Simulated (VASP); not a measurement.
# ScAl2N3 (I4/mmm) in VASP: single point with PBE

Aim: the single point of ScAl2N3 with PBE.

All numbers are computed with VASP 6.6.1; they aren't measurements. Logs are shortened: lines on timing, memory, paths and dates and some standing lists are left out, and cuts for length are marked.

## Step 1: The cell of the first run

Symmetry: I4/mmm, No. 139, tetragonal system. Conventional cell: a = 3.031 Å, b = 3.031 Å, c = 12.561 Å, α = 90.00°, β = 90.00°, γ = 90.00°. Sc (site symmetry 4/mmm) has 6 N at 2.14 to 2.18 Å within 2.8 Å. Within 2.6 Å of Al (site symmetry 4mm) lie 6 N at 1.96 to 2.14 Å. Within 2.8 Å of N (site symmetry 4/mmm) lie 2 Al at 2.14 Å and 4 Sc at 2.14 Å. N (site symmetry 4mm) has 5 Al at 1.96 to 2.14 Å and 1 Sc at 2.18 Å within 2.6 Å.

## Step 2: Single point, PBE

POSCAR reads:

```
ScAl2N3
1.0
   -1.5153722297      1.5153722297      6.2806784811
    1.5153722297     -1.5153722297      6.2806784811
    1.5153722297      1.5153722297     -6.2806784811
Sc Al N
1 2 3
Direct
    0.5000000000      0.5000000000      0.0000000000
    0.8298501638      0.8298501638      0.0000000000
    0.1701498362      0.1701498362      0.0000000000
    0.0000000000      0.0000000000      0.0000000000
    0.6735728733      0.6735728733      0.0000000000
    0.3264271267      0.3264271267      0.0000000000
```

INCAR.step1 reads:

```
  PREC = Accurate
  ENCUT = 520
  EDIFF = 1E-6
  ISMEAR = 0
  SIGMA = 0.02
  LREAL = False
  LASPH = True
  NELM = 80
  ALGO = Normal
  ISIF = 2
  LWAVE = False
  LCHARG = True
  LMAXMIX = 4
  GGA = PE
  NBANDS = 25
```

KPOINTS.step1 reads:

```
Automatic mesh
0
Gamma
  12 12 12
```

INCAR.step2 reads:

```
  PREC = Accurate
  ENCUT = 520
  EDIFF = 1E-6
  ISMEAR = -5
  SIGMA = 0.02
  LREAL = False
  LASPH = True
  NELM = 80
  ALGO = Normal
  ISIF = 2
  LWAVE = False
  LCHARG = False
  LMAXMIX = 4
  GGA = PE
  LORBIT = 11
  NEDOS = 2001
  ICHARG = 11
```

KPOINTS.step2 reads:

```
Automatic mesh
0
Gamma
  18 18 18
```

Potentials or basis: VASP PAW PBE potentials, release 64 (Sc_sv, Al, N).

Launch:

```bash
cat potpaw_PBE.64/Sc_sv/POTCAR potpaw_PBE.64/Al/POTCAR potpaw_PBE.64/N/POTCAR > POTCAR
cp INCAR.step1 INCAR
cp KPOINTS.step1 KPOINTS
mpirun -np 1 vasp_std > vasp.out
cp INCAR.step2 INCAR
cp KPOINTS.step2 KPOINTS
mpirun -np 1 vasp_std > vasp.out
```

OUTCAR:

```text
PREC = Accurate
   ENCUT = 520
   EDIFF = 1E-6
   ISMEAR = -5
   LREAL = False
   LASPH = True
   NELM = 80
   ISIF = 2
   GGA = PE
   LORBIT = 11
   ICHARG = 11

 ion  position               nearest neighbor table
   1  0.500  0.500  0.000-   4 2.14   4 2.14   4 2.14   4 2.14   6 2.18   5 2.18   3 3.03   2 3.03
                             3 3.03   2 3.03   3 3.03   2 3.03   2 3.03   3 3.03
   2  0.830  0.830  0.000-   5 1.96   4 2.14   6 2.14   6 2.14   6 2.14   6 2.14   3 2.94   3 2.94
                             3 2.94   3 2.94   1 3.03   1 3.03   1 3.03   1 3.03
   3  0.170  0.170  0.000-   6 1.96   4 2.14   5 2.14   5 2.14   5 2.14   5 2.14   2 2.94   2 2.94
                             2 2.94   2 2.94   1 3.03   1 3.03   1 3.03   1 3.03
   4  0.000  0.000  0.000-   2 2.14   3 2.14   1 2.14   1 2.14   1 2.14   1 2.14
   5  0.674  0.674  0.000-   2 1.96   3 2.14   3 2.14   3 2.14   3 2.14   1 2.18
   6  0.326  0.326  0.000-   3 1.96   2 2.14   2 2.14   2 2.14   2 2.14   1 2.18

  LATTYP: Found a body centered tetragonal cell.
 ALAT       =     3.0307444594
 C/A-ratio  =     4.1446440406

  Lattice vectors:

 A1 = (  -1.5153722297,   1.5153722297,   6.2806784811)
 A2 = (   1.5153722297,  -1.5153722297,   6.2806784811)
 A3 = (   1.5153722297,   1.5153722297,  -6.2806784811)

Analysis of symmetry for initial positions (statically):
=====================================================================
 Subroutine PRICEL returns:
 Original cell was already a primitive cell.

 Routine SETGRP: Setting up the symmetry group for a
 body centered tetragonal supercell.

 Subroutine GETGRP returns: Found 16 space group operations
 (whereof 16 operations were pure point group operations)
 out of a pool of 16 trial point group operations.

The static configuration has the point symmetry D_4h.

Analysis of symmetry for dynamics (positions and initial velocities):
=====================================================================
 Subroutine PRICEL returns:
 Original cell was already a primitive cell.

 Routine SETGRP: Setting up the symmetry group for a
 body centered tetragonal supercell.

 Subroutine GETGRP returns: Found 16 space group operations
 (whereof 16 operations were pure point group operations)
 out of a pool of 16 trial point group operations.

The dynamic configuration has the point symmetry D_4h.

 Subroutine INISYM returns: Found 16 space group operations
 (whereof 16 operations are pure point group operations),
 and found     1 'primitive' translations

----------------------------------------------------------------------------------------

                                     Primitive cell

  volume of cell :      57.6906

  direct lattice vectors                    reciprocal lattice vectors
    -1.515372230  1.515372230  6.280678481     0.000000000  0.329951935  0.079609234
     1.515372230 -1.515372230  6.280678481     0.329951935  0.000000000  0.079609234
     1.515372230  1.515372230 -6.280678481     0.329951935  0.329951935  0.000000000

  length of vectors
     6.636235994  6.636235994  6.636235994     0.339419961  0.339419961  0.466622502

  position of ions in fractional coordinates (direct lattice)
     0.500000000  0.500000000  0.000000000
     0.829850164  0.829850164  0.000000000
     0.170149836  0.170149836  0.000000000
     0.000000000  0.000000000  0.000000000
     0.673572873  0.673572873  0.000000000
     0.326427127  0.326427127  0.000000000

  ion indices of the primitive-cell ions
   primitive index   ion index
                 1           1
                 2           2
                 3           3
                 4           4
                 5           5
                 6           6

----------------------------------------------------------------------------------------

 KPOINTS: Automatic mesh

Automatic generation of k-mesh.
 Grid dimensions read from file:
 generate k-points for:   18   18   18

 Generating k-lattice:

  Cartesian coordinates                     Fractional coordinates (reciprocal lattice)
     0.000000000  0.018330663  0.004422735     0.055555556 -0.000000000  0.000000000
     0.018330663  0.000000000  0.004422735    -0.000000000  0.055555556  0.000000000
     0.018330663  0.018330663  0.000000000     0.000000000  0.000000000  0.055555556

  Length of vectors
     0.018856664  0.018856664  0.025923472

  Shift w.r.t. Gamma in fractional coordinates (k-lattice)
     0.000000000  0.000000000  0.000000000

 TETIRR: Found   7414 inequivalent tetrahedra from    34992

 Subroutine IBZKPT returns following result:
 ===========================================

 Found    480 irreducible k-points:

 Following reciprocal coordinates:
            Coordinates               Weight
  0.000000  0.000000  0.000000      1.000000
  0.055556  0.000000  0.000000      8.000000
  0.111111  0.000000  0.000000      8.000000
  0.166667  0.000000 -0.000000      8.000000
  0.222222  0.000000  0.000000      8.000000
  0.277778  0.000000  0.000000      8.000000
[... 16 lines left out ...]
 -0.277778  0.055556  0.000000     16.000000
 -0.222222  0.055556  0.000000     16.000000
 [... further k-points ...]
   k-points           NKPTS =    480   k-points in BZ     NKDIM =    480   number of bands    NBANDS=     20
   number of dos      NEDOS =   2001   number of ions     NIONS =      6
   total plane-waves  NPLWV = 125000
   dimension x,y,z NGX =    50 NGY =   50 NGZ =   50
   dimension x,y,z NGXF=   100 NGYF=  100 NGZF=  100
   ions per type =               1   2   3
   NGX,Y,Z   is equivalent  to a cutoff of  12.53, 12.53, 12.53 a.u.
   NGXF,Y,Z  is equivalent  to a cutoff of  25.05, 25.05, 25.05 a.u.
 SYSTEM =  unknown system
   PREC   = accura    normal or accurate (medium, high low for compatibility)
   ISTART =      0    job   : 0-new  1-cont  2-samecut
   ICHARG =     11    charge: 1-file 2-atom 10-const
   ISPIN  =      1    spin polarized calculation?
   LNONCOLLINEAR =      F non collinear calculations
   LSORBIT =      F    spin-orbit coupling
   LASPH  =      T    aspherical Exc in radial PAW
   ENCUT  =  520.0 eV  38.22 Ry    6.18 a.u.  12.34 12.34 12.34*2*pi/ulx,y,z
   NELM   =     80;   NELMIN=  2; NELMDL=  0     # of ELM steps
   EDIFF  = 0.1E-05   stopping-criterion for ELM
   LREAL  =      F    real-space projection
   EDIFFG = 0.1E-04   stopping-criterion for IOM
   NSW    =      0    number of steps for IOM
   IBRION =     -1    ionic relax: 0-MD 1-quasi-New 2-CG
   NFREE  =      0    steps in history (QN), initial steepest desc. (CG)
   ISIF   =      2    stress and relaxation
   ISYM   =      2    0-nonsym 1-usesym 2-fastsym
   POTIM  = 0.5000    time-step for ionic-motion
   TEBEG  =    0.0;   TEEND  =   0.0 temperature during run
   PSTRESS=    0.0 pullay stress
   NELECT =      32.0000    total number of electrons
   NUPDOWN=      -1.0000    fix difference up-down
   EMIN   =  10.00;   EMAX   =-10.00  energy-range for DOS
   EFERMI =   0.00;   METHOD = LEGACY
   ISMEAR =    -5;   SIGMA  =   0.02  broadening in eV -4-tet -1-fermi 0-gaus
   EFERMI_NEDOS =   21; number of points for ismear=-14 and -15
   IALGO  =     38    algorithm
   IMIX   =      4    mixing-type and parameters
     AMIX     =   0.40;   BMIX     =  1.00
     AMIX_MAG =   1.60;   BMIX_MAG =  1.00
  volume/ion in A,a.u.               =       9.62        64.89
  Fermi-wavevector in a.u.,A,eV,Ry     =   1.345106  2.541881 24.617149  1.809309
  Thomas-Fermi vector in A             =   2.473045
   LORBIT       =     11    0 simple, 1 ext, 2 COOP (PROOUT), +10 PAW based schemes
   GGA     = PE    functional components
   LHFCALC =     F    Hartree Fock is set to
   AEXX    =    0.0000 exact exchange contribution
   IVDW    =     0    specifies the selected vdW correction
   LEPSILON=     F    determine dielectric tensor
   LRPA    =     F    only Hartree local field effects (RPA)
 non-spin polarized calculation
 Fermi weights with tetrahedron method with Bloechl corrections
  energy-cutoff  :      520.00
  volume of cell :       57.69
 maximum number of plane-waves:      1570
 NGX is ok and might be reduce to    50

 number of electron      32.0000002 magnetization

 Free energy of the ion-electron system (eV)
  ---------------------------------------------------
  ext. energy  EPLUGINS =         0.00000000
  ---------------------------------------------------
  free energy    TOTEN  =       -46.71808481 eV

  energy without entropy =      -46.71808481  energy(sigma->0) =      -46.71808481

 E-fermi :   8.0338     XC(G=0): -11.9964

 val. band max:        8.0336271224   @ k =   0.0000   0.0000   0.0000
 cond. band min:       8.7404797246   @ k =   0.5000   0.5000   0.5000
 fundamental gap:      0.7068526022
 Fermi energy:         8.0337911096

 k-point     1 :       0.0000    0.0000    0.0000
  band No.  band energies     occupation
      1     -39.8082      2.00000
      2     -18.6559      2.00000
      3     -18.2970      2.00000
      4     -18.2970      2.00000
      5      -8.2814      2.00000
      6      -5.9581      2.00000
[... 12 lines left out ...]
     19      12.3435      0.00000
     20      12.3463      0.00000

 k-point     2 :       0.0556    0.0000    0.0000
  band No.  band energies     occupation
      1     -39.8063      2.00000
      2     -18.6537      2.00000
      3     -18.3177      2.00000
      4     -18.2944      2.00000
      5      -8.2427      2.00000
      6      -5.9350      2.00000
[... 12 lines left out ...]
     19      12.3462      0.00000
     20      12.3613      0.00000
[... 465 lines left out ...]
      3     -18.6098      2.00000
      4     -18.2646      2.00000
      5      -7.3693      2.00000
      6      -5.4698      2.00000
[... 12 lines left out ...]
     19      12.8145      0.00000
     20      13.6642      0.00000

 k-point    24 :      -0.2222    0.0556    0.0000
  band No.  band energies     occupation
      1     -39.7813      2.00000
      2     -18.6228      2.00000
      3     -18.5697      2.00000
      4     -18.2801      2.00000
      5      -7.6704      2.00000
      6      -5.5710      2.00000
[... 12 lines left out ...]
     19      12.7245      0.00000
     20      13.3397      0.00000

 [... further k-points ...]

------------------------ aborting loop because EDIFF is reached ----------------------------------------

  FORCE on cell =-STRESS in cart. coord.  units (eV):
  Direction    XX          YY          ZZ          XY          YZ          ZX
  --------------------------------------------------------------------------------------
  -------------------------------------------------------------------------------------
  Total        0.1672700      0.1672700      0.1370076      0.0000000      0.0000000      0.0000000
  in kB        4.6454048      4.6454048      3.8049601      0.0000000      0.0000000      0.0000000
  external PRESSURE =       4.3652566 kB  Pullay stress =       0.0000000 kB

 VOLUME and BASIS-vectors are now :
 -----------------------------------------------------------------------------
  energy-cutoff  :      520.00
  volume of cell :       57.69
      direct lattice vectors                 reciprocal lattice vectors
    -1.515372230  1.515372230  6.280678481     0.000000000  0.329951935  0.079609234
     1.515372230 -1.515372230  6.280678481     0.329951935  0.000000000  0.079609234
     1.515372230  1.515372230 -6.280678481     0.329951935  0.329951935  0.000000000

 POSITION                                       TOTAL-FORCE (eV/Angst)
 -----------------------------------------------------------------------------------
      0.00000      0.00000      6.28068         0.000000      0.000000      0.000000
      0.00000      0.00000     10.42404         0.000000      0.000000     -0.007790
      0.00000      0.00000      2.13731         0.000000      0.000000      0.007790
      0.00000      0.00000      0.00000         0.000000      0.000000      0.000000
      0.00000      0.00000      8.46099        -0.000000     -0.000000      0.042775
      0.00000      0.00000      4.10037         0.000000      0.000000     -0.042775
 -----------------------------------------------------------------------------------
    total drift:                               -0.000000     -0.000000     -0.000000

  FREE ENERGIE OF THE ION-ELECTRON SYSTEM (eV)
  ---------------------------------------------------
  free  energy   TOTEN  =       -46.7180848082 eV

  energy  without entropy=      -46.7180848082  energy(sigma->0) =      -46.71808481

 total charge

# of ion       s       p       d       tot
------------------------------------------
    1        2.244   6.337   1.257   9.838
    2        0.312   0.355   0.000   0.666
    3        0.312   0.355   0.000   0.666
    4        1.242   2.548   0.000   3.790
    5        1.226   2.552   0.000   3.777
    6        1.226   2.552   0.000   3.777
--------------------------------------------------
tot          6.561  14.697   1.257  22.515
```

Run time: 21 min. Hardware: 1 thread of Intel Xeon Platinum 8488C (Sapphire Rapids), shared host; peak memory 0.76 GiB.

What came out:

```
Valence electrons inside the program's atomic spheres : Sc 9.84; Al 0.67; N 3.79, 3.78 (each value once)
```
